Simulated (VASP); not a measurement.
# SiB6 (Pm-3m) in VASP: notebook, part 2 of 2

VASP 6.6.1. Earlier steps stand in the parts before.

## Step 3: Single point, PBE

This run uses another cell than the first one, of 10.09 Å³/atom.

INCAR

```
SYSTEM = SiB6
  PREC = Accurate
  ENCUT = 520
  EDIFF = 1E-7
  ISMEAR = 0
  SIGMA = 0.1
  LREAL = .False.
  LASPH = .True.
  NELM = 80
  ALGO = Normal
  ISIF = 2
  LWAVE = .False.
  LCHARG = .True.
  GGA = PE
  LELF = .True.
  LVHAR = .True.
  NBANDS = 20
```

KPOINTS

```
Automatic mesh
0
Gamma
  4 4 4
  0 0 0
```

POSCAR

```
SiB6
1.0
    4.1339652704      0.0000000000      0.0000000000
    0.0000000000      4.1339652704      0.0000000000
    0.0000000000      0.0000000000      4.1339652704
Si B
1 6
Direct
    0.0000000000      0.0000000000      0.0000000000
    0.2004363780      0.5000000000      0.5000000000
    0.5000000000      0.2004363780      0.5000000000
    0.7995636220      0.5000000000      0.5000000000
    0.5000000000      0.7995636220      0.5000000000
    0.5000000000      0.5000000000      0.2004363780
    0.5000000000      0.5000000000      0.7995636220
```

Potentials or basis: VASP PAW PBE potentials, release 64 (Si, B).

The run is started by

```sh
cat potpaw_PBE.64/Si/POTCAR potpaw_PBE.64/B/POTCAR > POTCAR
mpirun -np 1 vasp_std > vasp.out
```

Wall time 27 s (1 thread of Intel Xeon 8259CL, shared host); peak memory 0.17 GiB.

The run converged. Its results:

```yaml
Free_energy: -42.3906 eV
Pressure: -0.1 GPa
Largest_force: 0.031 eV/Å
Band_gap_on_the_k_mesh: 0.06 eV (least direct gap 0.69 eV)
```

Forces in eV/Å, atoms in the order of the input:
```
Si   0.000  0.000  0.000
B   -0.031  0.000  0.000
B    0.000 -0.031  0.000
B    0.031  0.000  0.000
B    0.000  0.031  0.000
B    0.000  0.000 -0.031
B    0.000  0.000  0.031
```

Levels at points of the mesh, in eV from the valence-band top:
| k point | band 7 | band 8 | band 9 | band 10 | band 11 | band 12 | band 13 | band 14 | band 15 | band 16 |
| --- | --- | --- | --- | --- | --- | --- | --- | --- | --- | --- |
| (0.00, 0.00, 0.00) | -5.34 | -3.64 | -0.22 | -0.22 | -0.22 | 1.16 | 1.16 | 1.16 | 2.80 | 2.80 |
| (0.50, 0.00, 0.00) | -5.03 | -3.33 | -3.33 | -1.89 | 0.00 | 0.69 | 1.60 | 2.42 | 2.42 | 4.28 |
| (0.50, 0.50, 0.00) | -2.56 | -2.56 | -2.12 | -1.68 | -1.68 | 0.06 | 0.06 | 0.27 | 5.84 | 5.84 |
| (0.50, 0.50, 0.50) | -5.67 | -5.67 | -1.28 | -1.28 | -1.28 | 3.07 | 3.07 | 3.07 | 5.80 | 7.89 |

A k mesh can miss the band edges.

## Step 4: Single point, PBE

INCAR

```
ALGO = Normal
EDIFF = 1E-7
ENCUT = 520
GGA = PE
ISIF = 2
ISMEAR = 0
LASPH = T
LCHARG = F
LREAL = F
LWAVE = F
NBANDS = 20
NELM = 80
PREC = Accurate
SIGMA = 0.2
```

KPOINTS

```
k-points
0
Gamma
  6 6 6
```

POSCAR

```
SiB6
1.0
    4.1324121801      0.0000000000      0.0000000000
    0.0000000000      4.1324121801      0.0000000000
    0.0000000000      0.0000000000      4.1324121801
Si B
1 6
Direct
    0.0000000000      0.0000000000      0.0000000000
    0.2002364657      0.5000000000      0.5000000000
    0.5000000000      0.2002364657      0.5000000000
    0.7997635343      0.5000000000      0.5000000000
    0.5000000000      0.7997635343      0.5000000000
    0.5000000000      0.5000000000      0.2002364657
    0.5000000000      0.5000000000      0.7997635343
```

The run is started by

```sh
cat potpaw_PBE.64/Si/POTCAR potpaw_PBE.64/B/POTCAR > POTCAR
mpirun -np 1 vasp_std > vasp.out
```

Wall time 44 s (1 thread of Intel Xeon 8259CL, shared host); peak memory 0.17 GiB.

The run converged. Its results:

```yaml
Free_energy: -42.4597 eV
Pressure: 0.1 GPa
Largest_force: 0.043 eV/Å
Band_gap_on_the_k_mesh: 0.07 eV (least direct gap 0.68 eV)
```

Forces on the atoms (eV/Å):
```
Si   0.000  0.000  0.000
B   -0.043  0.000  0.000
B    0.000 -0.043  0.000
B    0.043  0.000  0.000
B    0.000  0.043  0.000
B    0.000  0.000 -0.043
B    0.000  0.000  0.043
```

Levels at points of the mesh, in eV from the valence-band top:
| k point | band 9 | band 10 | band 11 | band 12 | band 13 | band 14 |
| --- | --- | --- | --- | --- | --- | --- |
| (0.00, 0.00, 0.00) | -0.22 | -0.22 | -0.22 | 1.18 | 1.18 | 1.18 |
| (0.50, 0.00, 0.00) | -3.33 | -1.90 | 0.00 | 0.68 | 1.61 | 2.44 |
| (0.50, 0.50, 0.00) | -2.12 | -1.69 | -1.69 | 0.07 | 0.07 | 0.29 |
| (0.50, 0.50, 0.50) | -1.28 | -1.28 | -1.28 | 3.09 | 3.09 | 3.09 |

A k mesh can miss the band edges.

## Step 5: Relaxation of cell and atoms, PBE

INCAR

```
SYSTEM = SiB6
  PREC = Accurate
  ENCUT = 600
  EDIFF = 1E-6
  ISMEAR = 0
  SIGMA = 0.1
  LREAL = .FALSE.
  LASPH = .TRUE.
  NELM = 100
  ALGO = Normal
  ISIF = 3
  LWAVE = .FALSE.
  LCHARG = .FALSE.
  GGA = PE
  IBRION = 2
  NSW = 90
  EDIFFG = -0.04
```

KPOINTS

```
regular mesh
0
G
  4 4 4
  0 0 0
```

POSCAR

```
SiB6
1.0
    4.1300001100      0.0000000000      0.0000000000
    0.0000000000      4.1300001100      0.0000000000
    0.0000000000      0.0000000000      4.1300001100
Si B
1 6
Direct
    0.0000000000      0.0000000000      0.0000000000
    0.2099999900      0.5000000000      0.5000000000
    0.5000000000      0.2099999900      0.5000000000
    0.7900000100      0.5000000000      0.5000000000
    0.5000000000      0.7900000100      0.5000000000
    0.5000000000      0.5000000000      0.2099999900
    0.5000000000      0.5000000000      0.7900000100
```

The run is started by

```sh
cat potpaw_PBE.64/Si/POTCAR potpaw_PBE.64/B/POTCAR > POTCAR
mpirun -np 1 vasp_std > vasp.out
```

Run time: 1.8 min. Hardware: 1 thread of Intel Xeon 8259CL, shared host; peak memory 0.2 GiB.

It converged, with:

```yaml
Free_energy: -42.3959 eV
Relaxed_volume: 10.07 Å³/atom
Relaxed_cell: a = 4.131 Å, b = 4.131 Å, c = 4.131 Å, α = 90.00°, β = 90.00°, γ = 90.00°
Space_group_after_relaxing_to_0.1_Å: Pm-3m (No. 221)
Energy_gained_by_relaxing: 45.1 meV/atom
Ionic_steps: 6
Pressure_after_relaxing: 0.2 GPa
Largest_force_after_relaxing: 0.008 eV/Å
Band_gap_on_the_k_mesh: 0.06 eV (least direct gap 0.68 eV)
```

Forces in eV/Å, atoms in the order of the input:
```
Si   0.000  0.000  0.000
B   -0.008  0.000  0.000
B    0.000 -0.008  0.000
B    0.008  0.000  0.000
B    0.000  0.008  0.000
B    0.000  0.000 -0.008
B    0.000  0.000  0.008
```

Step by step:
| step | energy change (eV) | largest force (eV/Å) | pressure (GPa) | volume (Å³) |
| --- | --- | --- | --- | --- |
| 1 | 0.0000 | 2.6295 | 3.91 | 70.45 |
| 2 | 1.2144 | 5.8964 | -2.09 | 72.98 |
| 3 | -0.3127 | 0.1005 | -1.40 | 71.24 |
| 4 | -0.3135 | 0.0186 | -1.24 | 71.20 |
| 5 | -0.3134 | 0.0671 | -1.18 | 71.19 |
| 6 | -0.3158 | 0.0079 | 0.21 | 70.50 |

Final structure:
```cif
data_structure
_symmetry_space_group_name_H-M 'P 1'
_symmetry_Int_Tables_number 1
_cell_length_a 4.1311
_cell_length_b 4.1311
_cell_length_c 4.1311
_cell_angle_alpha 90.000
_cell_angle_beta 90.000
_cell_angle_gamma 90.000
_cell_volume 70.50
loop_
_atom_site_label
_atom_site_type_symbol
_atom_site_fract_x
_atom_site_fract_y
_atom_site_fract_z
_atom_site_occupancy
Si1 Si 0.00000 0.00000 0.00000 1
B1 B 0.20032 0.50000 0.50000 1
B2 B 0.50000 0.20032 0.50000 1
B3 B 0.79968 0.50000 0.50000 1
B4 B 0.50000 0.79968 0.50000 1
B5 B 0.50000 0.50000 0.20032 1
B6 B 0.50000 0.50000 0.79968 1
```

Levels at points of the mesh, in eV from the valence-band top:
```tsv
k point	band 9	band 10	band 11	band 12	band 13	band 14
(0.00, 0.00, 0.00)	-0.22	-0.22	-0.22	1.16	1.16	1.16
(0.50, 0.00, 0.00)	-3.34	-1.90	0.00	0.68	1.60	2.43
(0.50, 0.50, 0.00)	-2.12	-1.68	-1.68	0.06	0.06	0.27
(0.50, 0.50, 0.50)	-1.28	-1.28	-1.28	3.08	3.08	3.08
```

A k mesh can miss the band edges.

## Step 6: Single point, PBE

INCAR

```
SYSTEM = SiB6
ALGO = Normal
EDIFF = 1E-7
ENCUT = 520
GGA = PE
ISIF = 2
ISMEAR = 0
LASPH = .True.
LCHARG = .False.
LREAL = .False.
LWAVE = .False.
NBANDS = 20
NELM = 100
PREC = Accurate
SIGMA = 0.01
```

KPOINTS

```
k-points
0
Gamma
  8 8 8
  0 0 0
```

POSCAR

```
SiB6
1.0
    4.1324121801      0.0000000000      0.0000000000
    0.0000000000      4.1324121801      0.0000000000
    0.0000000000      0.0000000000      4.1324121801
Si B
1 6
Direct
    0.0000000000      0.0000000000      0.0000000000
    0.2002364657      0.5000000000      0.5000000000
    0.5000000000      0.2002364657      0.5000000000
    0.7997635343      0.5000000000      0.5000000000
    0.5000000000      0.7997635343      0.5000000000
    0.5000000000      0.5000000000      0.2002364657
    0.5000000000      0.5000000000      0.7997635343
```

Potentials or basis: VASP PAW PBE potentials, release 64 (Si, B).

The run is started by

```sh
cat potpaw_PBE.64/Si/POTCAR potpaw_PBE.64/B/POTCAR > POTCAR
mpirun -np 1 vasp_std > vasp.out
```

Run time: 69 s. Hardware: 1 thread of Intel Xeon 8259CL, shared host; peak memory 0.19 GiB.

It converged, with:

```yaml
Free_energy: -42.4644 eV
Pressure: 0.0 GPa
Largest_force: 0.021 eV/Å
Band_gap_on_the_k_mesh: 0.06 eV (least direct gap 0.67 eV)
```

Forces in eV/Å, atoms in the order of the input:
```
Si   0.000  0.000  0.000
B   -0.021  0.000  0.000
B    0.000 -0.021  0.000
B    0.021  0.000  0.000
B    0.000  0.021  0.000
B    0.000  0.000 -0.021
B    0.000  0.000  0.021
```

Levels at points of the mesh, in eV from the valence-band top:
| k point | band 8 | band 9 | band 10 | band 11 | band 12 | band 13 | band 14 | band 15 |
| --- | --- | --- | --- | --- | --- | --- | --- | --- |
| (0.00, 0.00, 0.00) | -3.64 | -0.22 | -0.22 | -0.22 | 1.16 | 1.16 | 1.16 | 2.79 |
| (0.50, 0.00, 0.00) | -3.34 | -3.34 | -1.90 | 0.00 | 0.67 | 1.60 | 2.43 | 2.43 |
| (0.50, 0.50, 0.00) | -2.57 | -2.12 | -1.69 | -1.69 | 0.06 | 0.06 | 0.27 | 5.84 |
| (0.50, 0.50, 0.50) | -5.68 | -1.28 | -1.28 | -1.28 | 3.07 | 3.07 | 3.07 | 5.82 |

## Step 7: Overview

```csv
task,cell,k mesh,cutoff (eV),smearing,gap on the mesh (eV),pressure (GPa),largest force (eV/Å)
single point,"a = 4.130 Å, 7 atoms, atomic positions A",4 × 4 × 4,520,gaussian 0.1 eV,0.41,3.9,2.63
single point,"a = 4.134 Å, 7 atoms, atomic positions B",4 × 4 × 4,520,gaussian 0.1 eV,0.06,-0.1,0.03
single point,"a = 4.132 Å, 7 atoms, atomic positions B",6 × 6 × 6,520,gaussian 0.2 eV,0.07,0.1,0.04
relaxation of cell and atoms,"relaxed from a = 4.130 Å, 7 atoms, atomic positions A",4 × 4 × 4,600,gaussian 0.1 eV,0.06,0.2,0.01
single point,"a = 4.132 Å, 7 atoms, atomic positions B",8 × 8 × 8,520,gaussian 0.01 eV,0.06,0.0,0.02
```

Alike in all rows: level PBE; potentials or basis VASP PAW PBE potentials, release 64 (Si, B); no spin polarisation.

Caveats: the cell stands under pressure (at least some runs); forces of over 1 eV/Å act on the atoms, so gaps and moduli don't describe the material at rest (at least some runs).

Total energies depend on the potentials used, so only differences within one code and one set of settings carry meaning.
